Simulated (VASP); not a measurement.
# Sb (R-3m) in VASP: notebook

The runs below take Sb through single point, with PBE.

Everything below comes from runs of VASP 6.6.1. Logs are shortened: lines on timing, memory, paths and dates and some standing lists are left out, and cuts for length are marked.

### Step 1. The cell of the first run

It takes space group R-3m (No. 166, trigonal). Conventional cell: a = 4.447 Å, b = 4.447 Å, c = 5.528 Å, α = 90.00°, β = 90.00°, γ = 120.00°. Sb (site symmetry -3m) has 6 Sb at 3.16 Å within 4.2 Å.

### Step 2. Single point, PBE (equal xy, yz and zx shear strains of +1 %)

Input file INCAR:

```
SYSTEM = Sb
PREC = Accurate
ENCUT = 520
EDIFF = 1E-7
ISMEAR = -1
SIGMA = 0.05
LREAL = .False.
LASPH = .True.
NELM = 80
ALGO = Normal
ISIF = 2
LWAVE = .False.
LCHARG = .False.
GGA = PE
NBANDS = 8
```

Input file KPOINTS:

```
Automatic mesh
0
Gamma
  13 13 13
  0 0 0
```

Input file POSCAR:

```
Sb
1.0
    3.1600000000      0.0158000000      0.0158000000
    0.0158000000      3.1600000000      0.0158000000
    0.0158000000      0.0158000000      3.1600000000
Sb
1
Direct
    0.0000000000      0.0000000000      0.0000000000
```

Potentials or basis: VASP PAW PBE potentials, release 64 (Sb).

Command:

```console
$ cat potpaw_PBE.64/Sb/POTCAR > POTCAR
$ mpirun -np 1 vasp_std > vasp.out
```

OUTCAR:

```text
SYSTEM = Sb
   PREC = Accurate
   ENCUT = 520
   EDIFF = 1E-7
   ISMEAR = -1
   LREAL = .False.
   LASPH = .True.
   NELM = 80
   ISIF = 2
   GGA = PE

 ion  position               nearest neighbor table
   1  0.000  0.000  0.000-

  LATTYP: Found a trigonal (rhomboedric) cell.
 ALAT       =     3.1600789990
 COS(alpha) =     0.0100244988

  Lattice vectors:

 A1 = (   3.1600000000,   0.0158000000,   0.0158000000)
 A2 = (   0.0158000000,   3.1600000000,   0.0158000000)
 A3 = (   0.0158000000,   0.0158000000,   3.1600000000)

Analysis of symmetry for initial positions (statically):
=====================================================================
 Subroutine PRICEL returns:
 Original cell was already a primitive cell.

 Routine SETGRP: Setting up the symmetry group for a
 trigonal (rhombohedral) supercell.

 Subroutine GETGRP returns: Found 12 space group operations
 (whereof 12 operations were pure point group operations)
 out of a pool of 12 trial point group operations.

The static configuration has the point symmetry D_3d.

Analysis of symmetry for dynamics (positions and initial velocities):
=====================================================================
 Subroutine PRICEL returns:
 Original cell was already a primitive cell.

 Routine SETGRP: Setting up the symmetry group for a
 trigonal (rhombohedral) supercell.

 Subroutine GETGRP returns: Found 12 space group operations
 (whereof 12 operations were pure point group operations)
 out of a pool of 12 trial point group operations.

The dynamic configuration has the point symmetry D_3d.

 Subroutine INISYM returns: Found 12 space group operations
 (whereof 12 operations are pure point group operations),
 and found     1 'primitive' translations

----------------------------------------------------------------------------------------

                                     Primitive cell

  volume of cell :      31.5521

  direct lattice vectors                    reciprocal lattice vectors
     3.160000000  0.015800000  0.015800000     0.316471441 -0.001574485 -0.001574485
     0.015800000  3.160000000  0.015800000    -0.001574485  0.316471441 -0.001574485
     0.015800000  0.015800000  3.160000000    -0.001574485 -0.001574485  0.316471441

  length of vectors
     3.160078999  3.160078999  3.160078999     0.316479274  0.316479274  0.316479274

  position of ions in fractional coordinates (direct lattice)
     0.000000000  0.000000000  0.000000000

  ion indices of the primitive-cell ions
   primitive index   ion index
                 1           1

----------------------------------------------------------------------------------------

 KPOINTS: Automatic mesh

Automatic generation of k-mesh.
 Grid dimensions read from file:
 generate k-points for:   13   13   13

 Generating k-lattice:

  Cartesian coordinates                     Fractional coordinates (reciprocal lattice)
     0.024343957 -0.000121114 -0.000121114     0.076923077  0.000000000  0.000000000
    -0.000121114  0.024343957 -0.000121114     0.000000000  0.076923077  0.000000000
    -0.000121114 -0.000121114  0.024343957     0.000000000  0.000000000  0.076923077

  Length of vectors
     0.024344560  0.024344560  0.024344560

  Shift w.r.t. Gamma in fractional coordinates (k-lattice)
     0.000000000  0.000000000  0.000000000

 Subroutine IBZKPT returns following result:
 ===========================================

 Found    231 irreducible k-points:

 Following reciprocal coordinates:
            Coordinates               Weight
  0.000000  0.000000  0.000000      1.000000
  0.076923 -0.000000 -0.000000      6.000000
  0.153846 -0.000000  0.000000      6.000000
  0.230769 -0.000000 -0.000000      6.000000
  0.307692 -0.000000  0.000000      6.000000
  0.384615 -0.000000 -0.000000      6.000000
[... 16 lines left out ...]
  0.384615  0.153846 -0.000000     12.000000
  0.461538  0.153846  0.000000     12.000000
 [... further k-points ...]
   k-points           NKPTS =    231   k-points in BZ     NKDIM =    231   number of bands    NBANDS=      8
   number of dos      NEDOS =    301   number of ions     NIONS =      1
   total plane-waves  NPLWV =  13824
   dimension x,y,z NGX =    24 NGY =   24 NGZ =   24
   dimension x,y,z NGXF=    48 NGYF=   48 NGZF=   48
   ions per type =               1
   NGX,Y,Z   is equivalent  to a cutoff of  12.63, 12.63, 12.63 a.u.
   NGXF,Y,Z  is equivalent  to a cutoff of  25.25, 25.25, 25.25 a.u.
 SYSTEM =  Sb
   PREC   = accura    normal or accurate (medium, high low for compatibility)
   ISTART =      0    job   : 0-new  1-cont  2-samecut
   ICHARG =      2    charge: 1-file 2-atom 10-const
   ISPIN  =      1    spin polarized calculation?
   LNONCOLLINEAR =      F non collinear calculations
   LSORBIT =      F    spin-orbit coupling
   LASPH  =      T    aspherical Exc in radial PAW
   ENCUT  =  520.0 eV  38.22 Ry    6.18 a.u.   5.88  5.88  5.88*2*pi/ulx,y,z
   NELM   =     80;   NELMIN=  2; NELMDL= -5     # of ELM steps
   EDIFF  = 0.1E-06   stopping-criterion for ELM
   LREAL  =      F    real-space projection
   EDIFFG = 0.1E-05   stopping-criterion for IOM
   NSW    =      0    number of steps for IOM
   IBRION =     -1    ionic relax: 0-MD 1-quasi-New 2-CG
   NFREE  =      0    steps in history (QN), initial steepest desc. (CG)
   ISIF   =      2    stress and relaxation
   ISYM   =      2    0-nonsym 1-usesym 2-fastsym
   POTIM  = 0.5000    time-step for ionic-motion
   TEBEG  =    0.0;   TEEND  =   0.0 temperature during run
   PSTRESS=    0.0 pullay stress
   NELECT =       5.0000    total number of electrons
   NUPDOWN=      -1.0000    fix difference up-down
   EMIN   =  10.00;   EMAX   =-10.00  energy-range for DOS
   EFERMI =   0.00;   METHOD = LEGACY
   ISMEAR =    -1;   SIGMA  =   0.05  broadening in eV -4-tet -1-fermi 0-gaus
   EFERMI_NEDOS =   21; number of points for ismear=-14 and -15
   IALGO  =     38    algorithm
   IMIX   =      4    mixing-type and parameters
     AMIX     =   0.40;   BMIX     =  1.00
     AMIX_MAG =   1.60;   BMIX_MAG =  1.00
  volume/ion in A,a.u.               =      31.55       212.92
  Fermi-wavevector in a.u.,A,eV,Ry     =   0.885908  1.674123 10.678298  0.784833
  Thomas-Fermi vector in A             =   2.007004
   LORBIT       =      0    0 simple, 1 ext, 2 COOP (PROOUT), +10 PAW based schemes
   GGA     = PE    functional components
   LHFCALC =     F    Hartree Fock is set to
   AEXX    =    0.0000 exact exchange contribution
   IVDW    =     0    specifies the selected vdW correction
   LEPSILON=     F    determine dielectric tensor
   LRPA    =     F    only Hartree local field effects (RPA)
 non-spin polarized calculation
  energy-cutoff  :      520.00
  volume of cell :       31.55
 maximum number of plane-waves:       877
   NGX = 11   NGY = 11   NGZ = 11

 number of electron       5.0000001 magnetization

 Free energy of the ion-electron system (eV)
  ---------------------------------------------------
  ext. energy  EPLUGINS =         0.00000000
  ---------------------------------------------------
  free energy    TOTEN  =        -4.09314104 eV

  energy without entropy =       -4.09019934  energy(sigma->0) =       -4.09167019

 E-fermi :   6.5022     XC(G=0):  -9.3875

 val. band max:        6.4943965289   @ k =  -0.3077   0.3846   0.3077
 cond. band min:       6.5144948625   @ k =  -0.2308  -0.3077   0.1538
 fundamental gap:      0.0200983337
 Fermi energy:         6.5021975065

 k-point     1 :       0.0000    0.0000    0.0000
  band No.  band energies     occupation
      1      -5.5230      2.00000
      2       9.5480      0.00000
      3       9.5480      0.00000
      4       9.6158      0.00000
      5      13.3150      0.00000
      6      13.3150      0.00000
      7      14.3714      0.00000
      8      23.7371      0.00000

 k-point     2 :       0.0769   -0.0000   -0.0000
  band No.  band energies     occupation
      1      -5.4423      2.00000
      2       8.5756      0.00000
      3       9.6261      0.00000
      4       9.6721      0.00000
      5      13.3812      0.00000
      6      13.8574      0.00000
      7      15.0127      0.00000
      8      22.9498      0.00000

 k-point     3 :       0.1538   -0.0000    0.0000
  band No.  band energies     occupation
      1      -5.2032      2.00000
      2       6.8085      0.00436
      3       9.8535      0.00000
      4       9.8990      0.00000
      5      13.5782      0.00000
      6      14.2377      0.00000
      7      16.9517      0.00000
      8      21.6544      0.00000

 k-point     4 :       0.2308   -0.0000   -0.0000
  band No.  band energies     occupation
      1      -4.8173      2.00000
      2       5.0316      2.00000
      3      10.2062      0.00000
      4      10.2518      0.00000
      5      13.9001      0.00000
      6      14.6361      0.00000
      7      19.1269      0.00000
      8      20.3562      0.00000

 k-point     5 :       0.3077   -0.0000    0.0000
  band No.  band energies     occupation
      1      -4.3147      2.00000
      2       3.4336      2.00000
      3      10.6365      0.00000
      4      10.6822      0.00000
      5      14.3303      0.00000
      6      15.1664      0.00000
      7      19.1929      0.00000
      8      19.2248      0.00000
[... 177 lines left out ...]
 k-point    22 :       0.3077    0.1538    0.0000
  band No.  band energies     occupation
      1      -4.0017      2.00000
      2       3.7625      2.00000
      3       8.0054      0.00000
      4      10.9599      0.00000
      5      14.8212      0.00000
      6      15.5530      0.00000
      7      18.1145      0.00000
      8      19.4843      0.00000

 k-point    23 :       0.3846    0.1538   -0.0000
  band No.  band energies     occupation
      1      -3.4555      2.00000
      2       2.4634      2.00000
      3       8.4762      0.00000
      4      11.3831      0.00000
      5      14.2904      0.00000
      6      15.6801      0.00000
      7      18.3013      0.00000
      8      18.5820      0.00000

 k-point    24 :       0.4615    0.1538    0.0000
  band No.  band energies     occupation
      1      -3.0444      2.00000
      2       1.6679      2.00000
      3       8.7840      0.00000
      4      11.6639      0.00000
      5      13.7627      0.00000
      6      16.2119      0.00000
      7      17.8881      0.00000
      8      18.0515      0.00000

 [... further k-points ...]

------------------------ aborting loop because EDIFF is reached ----------------------------------------

  FORCE on cell =-STRESS in cart. coord.  units (eV):
  Direction    XX          YY          ZZ          XY          YZ          ZX
  --------------------------------------------------------------------------------------
  -------------------------------------------------------------------------------------
  Total       -0.5018415     -0.5018415     -0.5018415     -0.0294556     -0.0294556     -0.0294556
  in kB      -25.4828726    -25.4828726    -25.4828726     -1.4957185     -1.4957185     -1.4957185
  external PRESSURE =     -25.4828726 kB  Pullay stress =       0.0000000 kB

 VOLUME and BASIS-vectors are now :
 -----------------------------------------------------------------------------
  energy-cutoff  :      520.00
  volume of cell :       31.55
      direct lattice vectors                 reciprocal lattice vectors
     3.160000000  0.015800000  0.015800000     0.316471441 -0.001574485 -0.001574485
     0.015800000  3.160000000  0.015800000    -0.001574485  0.316471441 -0.001574485
     0.015800000  0.015800000  3.160000000    -0.001574485 -0.001574485  0.316471441

 POSITION                                       TOTAL-FORCE (eV/Angst)
 -----------------------------------------------------------------------------------
      0.00000      0.00000      0.00000        -0.000000      0.000000      0.000000
 -----------------------------------------------------------------------------------
    total drift:                                0.000000      0.000000      0.000000

  FREE ENERGIE OF THE ION-ELECTRON SYSTEM (eV)
  ---------------------------------------------------
  free  energy   TOTEN  =        -4.0931410371 eV

  energy  without entropy=       -4.0901993361  energy(sigma->0) =       -4.09167019
```

Wall time 31 s (1 thread of Intel Xeon Platinum 8488C (Sapphire Rapids), shared host); peak memory 0.18 GiB.

What came out:

| Quantity | Value |
| --- | --- |
| Free energy | -4.0931 eV |
| Pressure | -2.5 GPa |

Caveat: the cell differs from its parent crystal (equal xy, yz and zx shear strains of +1 %); spin-orbit coupling is left out, which moves the levels of the heavy elements.

### Step 3. Single point, PBE (equal xy, yz and zx shear strains of +3 %)

Input file INCAR:

```
ALGO = Normal ; EDIFF = 1E-7
ENCUT = 520 ; GGA = PE
ISIF = 2 ; ISMEAR = -1
LASPH = T ; LCHARG = T
LELF = T ; LREAL = F
LVHAR = T ; LWAVE = F
NBANDS = 8 ; NELM = 60
PREC = Accurate ; SIGMA = 0.05
```

Input file KPOINTS:

```
k-points
0
Gamma
  13 13 13
```

Input file POSCAR:

```
Sb
1.0
    3.1600000000      0.0474000000      0.0474000000
    0.0474000000      3.1600000000      0.0474000000
    0.0474000000      0.0474000000      3.1600000000
Sb
1
Direct
    0.0000000000      0.0000000000      0.0000000000
```

Potentials or basis: VASP PAW PBE potentials, release 64 (Sb).

Command:

```console
$ cat potpaw_PBE.64/Sb/POTCAR > POTCAR
$ mpirun -np 1 vasp_std > vasp.out
```

Wall time 27 s (1 thread of Intel Xeon Platinum 8488C (Sapphire Rapids), shared host); peak memory 0.18 GiB.

It converged, with:

```
Free energy : -4.0896 eV
Pressure    : -2.5 GPa
```

Stress tensor (GPa, compression positive):
```
-2.54 -0.51 -0.51
-0.51 -2.54 -0.51
-0.51 -0.51 -2.54
```

Levels at points of the mesh, in eV from the Fermi level:
```csv
k point,band 1,band 2,band 3,band 4,band 5,band 6
"(0.00, 0.00, 0.00)",-12.01,3.03,3.03,3.23,6.84,6.84
```

Caveat: the cell differs from its parent crystal (equal xy, yz and zx shear strains of +3 %); spin-orbit coupling is left out, which moves the levels of the heavy elements.
